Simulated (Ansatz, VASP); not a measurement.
Two plane-wave programs on InSb

INCAR

```
SYSTEM = InSb
PREC = Accurate
ENCUT = 600
EDIFF = 1E-6
ISMEAR = 0
SIGMA = 0.1
LREAL = .FALSE.
LASPH = .TRUE.
NELM = 100
ALGO = Normal
ISIF = 3
LWAVE = .FALSE.
LCHARG = .FALSE.
GGA = PE
IBRION = 2
NSW = 100
EDIFFG = -0.005
```

KPOINTS

```
regular mesh
0
G
  14 14 8
  0 0 0
```

The input POSCAR:

```
InSb
1.0
    3.0766560000      0.0000000000      0.0000000000
    0.0000000000      3.0766560000      0.0000000000
    0.0000000000      0.0000000000      6.2154700000
In Sb
1 1
Direct
    0.0000000000      0.0000000000      0.0000000000
    0.0000000000      0.0000000000      0.5000000000
```

Input for Ansatz:

```yaml
crystal:
  lattice:
    - [3.076656, 0.0, 0.0]
    - [0.0, 3.076656, 0.0]
    - [0.0, 0.0, 6.21547]
  atoms:
    - { symbol: In, position: [0.0, 0.0, 0.0] }
    - { symbol: Sb, position: [0.0, 0.0, 0.5] }
basis:
  ecutwfc: 420
kpoints:
  mp_grid: { grid: [14, 14, 8] }
hamiltonian:
  xc: pbe
scf:
  occupations: { method: gaussian, width: 0.1 }
output:
  forces: true
  stress: true
  eigenvalues: true
  write_density: true
  write_potential: true
  elf: true
  volumetric_format: npy
relax:
  adjacent_minimum: "off"
  f_tol: 0.005
  max_steps: 80
  cell: { stress_tol: 0.05 }
```

Alike in both runs: task relaxation of cell and atoms; functional PBE; k mesh 14 × 14 × 8; occupations gaussian, width 0.1 eV; no spin polarisation.

```csv
,VASP,Ansatz
version,VASP 6.6.1,Ansatz 0.2.0
potentials or method,"VASP PAW PBE potentials, release 64 (In_d, Sb), cutoff 600 eV","scalar-relativistic, plane waves, PAW"
valence electrons in the cell,18,28
```

```tsv
	VASP	Ansatz	Ansatz less VASP
gap on the k mesh at the Fermi level, each at its own relaxed structure (eV)	none	none	-
relaxed volume (Å³/atom)	29.77	29.78	+0.009
relaxed length of the cell vector where the two differ most in proportion (Å)	6.233	6.234	+0.0010
```

A gap of «none» marks a metal or a gap that the smearing closes. VASP's potentials hold 18 valence electrons a cell and Ansatz's 28, so a difference there can come from the potentials and not from the codes.

Spin-orbit coupling is off throughout.
